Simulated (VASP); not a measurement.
# Al (P2_1/m) in VASP: a series of runs, part 2 of 2

VASP 6.6.1.

## 3. Single point, PBEsol (atom 1 (Al) moved by (-0.225, +0.000) A along x and y)

The input, INCAR:

```
SYSTEM = Al
PREC = Accurate ; ENCUT = 520
EDIFF = 1E-6 ; ISMEAR = 0
SIGMA = 0.15 ; LREAL = .False.
LASPH = .True. ; NELM = 100
ALGO = Fast ; ISIF = 2
LWAVE = .False. ; LCHARG = .False.
GGA = PS ; NBANDS = 10
```

The input, KPOINTS:

```
Automatic mesh
0
Gamma
  18 18 10
  0 0 0
```

The input, POSCAR:

```
Al
1.0
    2.8124553515      0.0000000000      0.0000000000
   -1.4062276757      2.4356577814      0.0000000000
    0.0000000000      0.0000000000      4.8668500000
Al
2
Direct
    0.5866653966      0.3333333333      0.7500000000
    0.3333333333      0.6666666667      0.2500000000
```

Potentials or basis: VASP PAW PBE potentials, release 64 (Al).

The run is started by

```console
> cat potpaw_PBE.64/Al/POTCAR > POTCAR
> mpirun -np 1 vasp_std > vasp.out
```

OUTCAR:

```text
SYSTEM = Al
   PREC = Accurate
   ENCUT = 520
   EDIFF = 1E-6
   ISMEAR = 0
   LREAL = .False.
   LASPH = .True.
   NELM = 100
   ISIF = 2
   GGA = PS

 ion  position               nearest neighbor table
   1  0.587  0.333  0.750-   2 2.82   2 2.82   2 2.93   2 2.93   2 3.04   2 3.04
   2  0.333  0.667  0.250-   1 2.82   1 2.82   1 2.93   1 2.93   1 3.04   1 3.04

  LATTYP: Found a hexagonal cell.
 ALAT       =     2.8124553515
 C/A-ratio  =     1.7304630267

  Lattice vectors:

 A1 = (   2.8124553515,   0.0000000000,   0.0000000000)
 A2 = (  -1.4062276757,   2.4356577814,   0.0000000000)
 A3 = (   0.0000000000,   0.0000000000,   4.8668500000)

Analysis of symmetry for initial positions (statically):
=====================================================================
 Subroutine PRICEL returns:
 Original cell was already a primitive cell.

 Routine SETGRP: Setting up the symmetry group for a
 hexagonal supercell.

 Subroutine GETGRP returns: Found  4 space group operations
 (whereof  1 operations were pure point group operations)
 out of a pool of 24 trial point group operations.

The static configuration has the point symmetry C_1 .
 The point group associated with its full space group is C_2h.

Analysis of symmetry for dynamics (positions and initial velocities):
=====================================================================
 Subroutine PRICEL returns:
 Original cell was already a primitive cell.

 Routine SETGRP: Setting up the symmetry group for a
 hexagonal supercell.

 Subroutine GETGRP returns: Found  4 space group operations
 (whereof  1 operations were pure point group operations)
 out of a pool of 24 trial point group operations.

The dynamic configuration has the point symmetry C_1 .
 The point group associated with its full space group is C_2h.

 Subroutine INISYM returns: Found  4 space group operations
 (whereof  1 operations are pure point group operations),
 and found     1 'primitive' translations

----------------------------------------------------------------------------------------

                                     Primitive cell

  volume of cell :      33.3388

  direct lattice vectors                    reciprocal lattice vectors
     2.812455352  0.000000000  0.000000000     0.355561200  0.205283355  0.000000000
    -1.406227676  2.435657781  0.000000000     0.000000000  0.410566709  0.000000000
     0.000000000  0.000000000  4.866850000     0.000000000  0.000000000  0.205471712

  length of vectors
     2.812455352  2.812455351  4.866850000     0.410566709  0.410566709  0.205471712

  position of ions in fractional coordinates (direct lattice)
     0.586665397  0.333333333  0.750000000
     0.333333333  0.666666667  0.250000000

  ion indices of the primitive-cell ions
   primitive index   ion index
                 1           1
                 2           2

----------------------------------------------------------------------------------------

 KPOINTS: Automatic mesh

Automatic generation of k-mesh.
 Grid dimensions read from file:
 generate k-points for:   18   18   10

 Generating k-lattice:

  Cartesian coordinates                     Fractional coordinates (reciprocal lattice)
     0.019753400  0.011404631  0.000000000     0.055555556  0.000000000  0.000000000
[... 42 lines left out ...]
   number of dos      NEDOS =    301   number of ions     NIONS =      2
   total plane-waves  NPLWV =  20736
   dimension x,y,z NGX =    24 NGY =   24 NGZ =   36
   dimension x,y,z NGXF=    48 NGYF=   48 NGZF=   72
   ions per type =               2
   NGX,Y,Z   is equivalent  to a cutoff of  14.19, 14.19, 12.30 a.u.
   NGXF,Y,Z  is equivalent  to a cutoff of  28.37, 28.37, 24.59 a.u.
 SYSTEM =  Al
   PREC   = accura    normal or accurate (medium, high low for compatibility)
   ISTART =      0    job   : 0-new  1-cont  2-samecut
   ICHARG =      2    charge: 1-file 2-atom 10-const
   ISPIN  =      1    spin polarized calculation?
   LNONCOLLINEAR =      F non collinear calculations
   LSORBIT =      F    spin-orbit coupling
   LASPH  =      T    aspherical Exc in radial PAW
   ENCUT  =  520.0 eV  38.22 Ry    6.18 a.u.   5.23  5.23  9.05*2*pi/ulx,y,z
   NELM   =    100;   NELMIN=  2; NELMDL= -5     # of ELM steps
   EDIFF  = 0.1E-05   stopping-criterion for ELM
   LREAL  =      F    real-space projection
   EDIFFG = 0.1E-04   stopping-criterion for IOM
   NSW    =      0    number of steps for IOM
   IBRION =     -1    ionic relax: 0-MD 1-quasi-New 2-CG
   NFREE  =      0    steps in history (QN), initial steepest desc. (CG)
   ISIF   =      2    stress and relaxation
   ISYM   =      2    0-nonsym 1-usesym 2-fastsym
   POTIM  = 0.5000    time-step for ionic-motion
   TEBEG  =    0.0;   TEEND  =   0.0 temperature during run
   PSTRESS=    0.0 pullay stress
   NELECT =       6.0000    total number of electrons
   NUPDOWN=      -1.0000    fix difference up-down
   EMIN   =  10.00;   EMAX   =-10.00  energy-range for DOS
   EFERMI =   0.00;   METHOD = LEGACY
   ISMEAR =     0;   SIGMA  =   0.15  broadening in eV -4-tet -1-fermi 0-gaus
   EFERMI_NEDOS =   21; number of points for ismear=-14 and -15
   IALGO  =     68    algorithm
   IMIX   =      4    mixing-type and parameters
     AMIX     =   0.40;   BMIX     =  1.00
     AMIX_MAG =   1.60;   BMIX_MAG =  1.00
  volume/ion in A,a.u.               =      16.67       112.49
  Fermi-wavevector in a.u.,A,eV,Ry     =   0.924291  1.746656 11.623640  0.854313
  Thomas-Fermi vector in A             =   2.050021
   LORBIT       =      0    0 simple, 1 ext, 2 COOP (PROOUT), +10 PAW based schemes
   GGA     = PS    functional components
   LHFCALC =     F    Hartree Fock is set to
   AEXX    =    0.0000 exact exchange contribution
   IVDW    =     0    specifies the selected vdW correction
   LEPSILON=     F    determine dielectric tensor
   LRPA    =     F    only Hartree local field effects (RPA)
 non-spin polarized calculation
 RMM-DIIS sequential band-by-band and
 Gauss-broadening in eV      SIGMA  =   0.15
  energy-cutoff  :      520.00
  volume of cell :       33.34
 maximum number of plane-waves:       920
 NGX is ok and might be reduce to    24
   NGX = 11   NGY = 11   NGZ = 19

 number of electron       6.0000000 magnetization

 Free energy of the ion-electron system (eV)
  ---------------------------------------------------
  ext. energy  EPLUGINS =         0.00000000
  ---------------------------------------------------
  free energy    TOTEN  =        -8.09188593 eV

  energy without entropy =       -8.08296059  energy(sigma->0) =       -8.08742326

 E-fermi :   7.8142     XC(G=0): -10.2183

 val. band max:        7.8136422277   @ k =   0.1111   0.1111   0.3000
 cond. band min:       7.8155528475   @ k =  -0.2222   0.1111   0.3000
 fundamental gap:      0.0019106198
 Fermi energy:         7.8142237113

 k-point     1 :       0.0000    0.0000    0.0000
  band No.  band energies     occupation
      1      -3.2220      2.00000
      2       2.7823      2.00000
      3       3.0052      2.00000
      4      18.6209      0.00000
      5      19.2623      0.00000
      6      19.4538      0.00000
      7      19.5571      0.00000
      8      19.6785      0.00000
      9      20.2101      0.00000
     10      22.0945      0.00000
[... 287 lines left out ...]
 k-point    24 :       0.0000    0.4444    0.0000
  band No.  band energies     occupation
      1       1.6152      2.00000
      2       4.2294      2.00000
      3       7.5634      1.98196
      4       7.5991      1.95744
      5      10.1748      0.00000
      6      10.2956      0.00000
      7      14.1832      0.00000
      8      15.5500      0.00000
      9      19.4230      0.00000
     10      19.9072      0.00000

 [... further k-points ...]

------------------------ aborting loop because EDIFF is reached ----------------------------------------

  FORCE on cell =-STRESS in cart. coord.  units (eV):
  Direction    XX          YY          ZZ          XY          YZ          ZX
  --------------------------------------------------------------------------------------
  -------------------------------------------------------------------------------------
  Total       -0.1018510     -0.1143568     -0.3988276      0.0044039      0.0000000      0.0000000
  in kB       -4.8947013     -5.4956943    -19.1666386      0.2116395      0.0000000      0.0000000
  external PRESSURE =      -9.8523447 kB  Pullay stress =       0.0000000 kB

 VOLUME and BASIS-vectors are now :
 -----------------------------------------------------------------------------
  energy-cutoff  :      520.00
  volume of cell :       33.34
      direct lattice vectors                 reciprocal lattice vectors
     2.812455352  0.000000000  0.000000000     0.355561200  0.205283355  0.000000000
    -1.406227676  2.435657781  0.000000000     0.000000000  0.410566709  0.000000000
     0.000000000  0.000000000  4.866850000     0.000000000  0.000000000  0.205471712

 POSITION                                       TOTAL-FORCE (eV/Angst)
 -----------------------------------------------------------------------------------
      1.18123      0.81189      3.65014         0.167546     -0.045543      0.000000
     -0.00000      1.62377      1.21671        -0.167546      0.045543     -0.000000
 -----------------------------------------------------------------------------------
    total drift:                                0.000001     -0.000000      0.000000

  FREE ENERGIE OF THE ION-ELECTRON SYSTEM (eV)
  ---------------------------------------------------
  free  energy   TOTEN  =        -8.0918859296 eV

  energy  without entropy=       -8.0829605877  energy(sigma->0) =       -8.08742326
```

OSZICAR:

```text
N       E                     dE             d eps       ncg     rms          rms(c)
DAV:   1    -0.969974737502E+00   -0.96997E+00   -0.23050E+03 19696   0.472E+02
DAV:   2    -0.799568139309E+01   -0.70257E+01   -0.67924E+01 25740   0.535E+01
DAV:   3    -0.814919280185E+01   -0.15351E+00   -0.15176E+00 25860   0.640E+00
DAV:   4    -0.814984275404E+01   -0.64995E-03   -0.64988E-03 23126   0.464E-01
DAV:   5    -0.814984831860E+01   -0.55646E-05   -0.55648E-05 23640   0.443E-02    0.193E+00
RMM:   6    -0.811500870688E+01    0.34840E-01   -0.36492E-03 19861   0.314E-01    0.111E+00
RMM:   7    -0.809195242578E+01    0.23056E-01   -0.97633E-03 20479   0.505E-01    0.158E-01
RMM:   8    -0.809188132112E+01    0.71105E-04   -0.45889E-04 21633   0.137E-01    0.243E-02
RMM:   9    -0.809188856732E+01   -0.72462E-05   -0.73474E-05 22825   0.610E-02    0.248E-02
RMM:  10    -0.809189029992E+01   -0.17326E-05   -0.98939E-06 22999   0.214E-02    0.671E-02
RMM:  11    -0.809188675712E+01    0.35428E-05   -0.20283E-06 21537   0.831E-03    0.362E-02
RMM:  12    -0.809188592964E+01    0.82749E-06   -0.47689E-07 15752   0.489E-03
   1 F= -.80918859E+01 E0= -.80874233E+01  d E =-.892534E-02
```

It took 4 min on 1 thread of AMD EPYC 9R45 (Zen 5), shared host; peak memory 0.33 GiB.

Results:

```yaml
Free_energy: -8.0919 eV
Pressure: -1.0 GPa
Largest_force: 0.174 eV/Å
Band_gap_on_the_k_mesh: zero (band 3 reaches 11.54 eV, above the bottom of band 4 at 4.68 eV)
```

Forces in eV/Å, atoms in the order of the input:
```
Al   0.168 -0.046  0.000
Al  -0.168  0.046  0.000
```

Caveat: the cell differs from its parent crystal (atom 1 (Al) moved by (-0.225, +0.000) A along x and y); the PAW data sets were made with another functional, which shifts forces and pressure a little.

## 4. Single point, PBEsol (atom 1 (Al) moved by (-0.225, +0.450) A along x and y)

The input, INCAR:

```
SYSTEM = Al
ALGO     = Fast           ! electronic algorithm
EDIFF    = 1E-6           ! SCF threshold, eV
ENCUT    = 520            ! plane-wave cutoff, eV
GGA      = PS             ! functional
ISIF     = 2              ! what is computed and relaxed
ISMEAR   = 0              ! smearing method
LASPH    = .True.         ! aspherical terms in the spheres
LCHARG   = .False.        ! write CHGCAR
LREAL    = .False.        ! projectors in reciprocal space
LWAVE    = .False.        ! write WAVECAR
NBANDS   = 10             ! bands
NELM     = 60             ! most SCF steps
PREC     = Accurate       ! precision mode
SIGMA    = 0.15           ! smearing width, eV
```

The input, KPOINTS:

```
k-points
0
Gamma
  18 18 10
  0 0 0
```

POSCAR, as its differences from that of step 3:

```diff
@@ -8,3 +8,3 @@
 Direct
-    0.5866653966      0.3333333333      0.7500000000
+    0.6790429062      0.5180883525      0.7500000000
     0.3333333333      0.6666666667      0.2500000000
```

Potentials or basis: VASP PAW PBE potentials, release 64 (Al).

The run is started by

```console
> cat potpaw_PBE.64/Al/POTCAR > POTCAR
> mpirun -np 1 vasp_std > vasp.out
```

OUTCAR:

```text
SYSTEM = Al
   EDIFF = 1E-6
   ENCUT = 520
   GGA = PS
   ISIF = 2
   ISMEAR = 0
   LASPH = .True.
   LREAL = .False.
   NELM = 60
   PREC = Accurate

 ion  position               nearest neighbor table
   1  0.679  0.518  0.750-   2 2.73   2 2.73   2 2.95   2 2.95   2 3.21   2 3.21
   2  0.333  0.667  0.250-   1 2.73   1 2.73   1 2.95   1 2.95   1 3.21   1 3.21

  LATTYP: Found a hexagonal cell.
 ALAT       =     2.8124553515
 C/A-ratio  =     1.7304630267

  Lattice vectors:

 A1 = (   2.8124553515,   0.0000000000,   0.0000000000)
 A2 = (  -1.4062276757,   2.4356577814,   0.0000000000)
 A3 = (   0.0000000000,   0.0000000000,   4.8668500000)

Analysis of symmetry for initial positions (statically):
=====================================================================
 Subroutine PRICEL returns:
 Original cell was already a primitive cell.

 Routine SETGRP: Setting up the symmetry group for a
 hexagonal supercell.

 Subroutine GETGRP returns: Found  4 space group operations
 (whereof  1 operations were pure point group operations)
 out of a pool of 24 trial point group operations.

The static configuration has the point symmetry C_1 .
[... 174 lines left out ...]
      1      -3.2263      2.00000
      2       2.7810      2.00000
      3       2.9888      2.00000
      4      18.1704      0.00000
      5      19.2694      0.00000
      6      19.4461      0.00000
      7      19.7797      0.00000
      8      20.2294      0.00000
      9      20.3698      0.00000
     10      21.2119      0.00000
[... 287 lines left out ...]
 k-point    24 :       0.0000    0.4444    0.0000
  band No.  band energies     occupation
      1       1.6102      2.00000
      2       4.2606      2.00000
      3       7.4052      1.99968
      4       7.4204      1.99945
      5      10.2387      0.00000
      6      10.5244      0.00000
      7      14.1432      0.00000
      8      15.8650      0.00000
      9      19.4796      0.00000
     10      19.7992      0.00000

 [... further k-points ...]

------------------------ aborting loop because EDIFF is reached ----------------------------------------

  FORCE on cell =-STRESS in cart. coord.  units (eV):
  Direction    XX          YY          ZZ          XY          YZ          ZX
  --------------------------------------------------------------------------------------
  -------------------------------------------------------------------------------------
  Total       -0.0599020     -0.0446217      0.1694500     -0.0121769      0.0000000      0.0000000
  in kB       -2.8787357     -2.1444056      8.1433342     -0.5851908      0.0000000      0.0000000
  external PRESSURE =       1.0400643 kB  Pullay stress =       0.0000000 kB

 VOLUME and BASIS-vectors are now :
 -----------------------------------------------------------------------------
  energy-cutoff  :      520.00
  volume of cell :       33.34
      direct lattice vectors                 reciprocal lattice vectors
     2.812455352  0.000000000  0.000000000     0.355561200  0.205283355  0.000000000
    -1.406227676  2.435657781  0.000000000     0.000000000  0.410566709  0.000000000
     0.000000000  0.000000000  4.866850000     0.000000000  0.000000000  0.205471712

 POSITION                                       TOTAL-FORCE (eV/Angst)
 -----------------------------------------------------------------------------------
      1.18123      1.26189      3.65014         0.313875     -0.164866      0.000000
     -0.00000      1.62377      1.21671        -0.313875      0.164866     -0.000000
 -----------------------------------------------------------------------------------
    total drift:                               -0.000000     -0.000000     -0.000000

  FREE ENERGIE OF THE ION-ELECTRON SYSTEM (eV)
  ---------------------------------------------------
  free  energy   TOTEN  =        -8.0280299216 eV

  energy  without entropy=       -8.0190333305  energy(sigma->0) =       -8.02353163
```

OSZICAR:

```text
N       E                     dE             d eps       ncg     rms          rms(c)
DAV:   1    -0.902672141470E+00   -0.90267E+00   -0.23004E+03 19688   0.471E+02
DAV:   2    -0.792910737036E+01   -0.70264E+01   -0.67933E+01 25724   0.535E+01
DAV:   3    -0.808333661084E+01   -0.15423E+00   -0.15237E+00 25744   0.643E+00
DAV:   4    -0.808401419875E+01   -0.67759E-03   -0.67746E-03 23166   0.477E-01
DAV:   5    -0.808401989824E+01   -0.56995E-05   -0.56999E-05 23460   0.453E-02    0.193E+00
RMM:   6    -0.805029698742E+01    0.33723E-01   -0.35071E-03 19891   0.305E-01    0.111E+00
RMM:   7    -0.802808709463E+01    0.22210E-01   -0.93578E-03 20591   0.491E-01    0.155E-01
RMM:   8    -0.802802520594E+01    0.61889E-04   -0.49892E-04 21646   0.141E-01    0.249E-02
RMM:   9    -0.802803247324E+01   -0.72673E-05   -0.72747E-05 22837   0.619E-02    0.231E-02
RMM:  10    -0.802803428598E+01   -0.18127E-05   -0.10953E-05 22996   0.224E-02    0.539E-02
RMM:  11    -0.802803077556E+01    0.35104E-05   -0.20456E-06 21392   0.854E-03    0.385E-02
RMM:  12    -0.802802992161E+01    0.85395E-06   -0.48493E-07 15623   0.495E-03
   1 F= -.80280299E+01 E0= -.80235316E+01  d E =-.899659E-02
```

stdout:

```text
POSCAR found type information on POSCAR Al
 POSCAR found :  1 types and       2 ions
 scaLAPACK will be used
 -----------------------------------------------------------------------------
|                                                                             |
|                                                                             |
|     You enforced a specific xc type in the INCAR file but a different       |
|     I HOPE YOU KNOW WHAT YOU ARE DOING!                                     |
|                                                                             |
 -----------------------------------------------------------------------------

 LDA part: xc-table for (Slater+PW92), standard interpolation
 POSCAR, INCAR and KPOINTS ok, starting setup
 FFT: planning ... GRIDC
 FFT: planning ... GRID_SOFT
 FFT: planning ... GRID
 WAVECAR not read
 entering main loop
```

It took 4 min on 1 thread of AMD EPYC 9R45 (Zen 5), shared host; peak memory 0.32 GiB.

What came out:

```
Free energy            : -8.0280 eV
Pressure               : 0.1 GPa
Largest force          : 0.355 eV/Å
Band gap on the k mesh : zero (band 3 reaches 11.45 eV, above the bottom of band 4 at 4.56 eV)
```

Forces in eV/Å, atoms in the order of the input:
```
Al   0.314 -0.165  0.000
Al  -0.314  0.165  0.000
```

Stress tensor (GPa, compression positive):
```
-0.29 -0.06  0.00
-0.06 -0.21  0.00
 0.00  0.00  0.81
```

Levels at points of the mesh, in eV from the Fermi level:
```tsv
k point	band 1	band 2	band 3	band 4	band 5	band 6
(0.00, 0.00, 0.00)	-11.01	-5.01	-4.80	10.38	11.48	11.66
(0.50, 0.00, 0.00)	-4.98	-4.88	0.60	0.68	1.40	1.48
(0.00, 0.50, 0.00)	-5.01	-4.82	0.28	0.31	1.64	1.95
(0.50, 0.50, 0.00)	-4.94	-4.92	0.91	1.02	1.10	1.13
(0.00, 0.00, 0.50)	-9.46	-9.46	2.39	2.39	12.54	12.54
(0.50, 0.00, 0.50)	-3.77	-3.77	-3.03	-3.03	7.06	7.06
(0.00, 0.50, 0.50)	-3.62	-3.62	-3.23	-3.23	7.22	7.22
(0.50, 0.50, 0.50)	-3.81	-3.81	-2.97	-2.97	7.02	7.02
```

Caveat: the cell differs from its parent crystal (atom 1 (Al) moved by (-0.225, +0.450) A along x and y); the PAW data sets were made with another functional, which shifts forces and pressure a little.
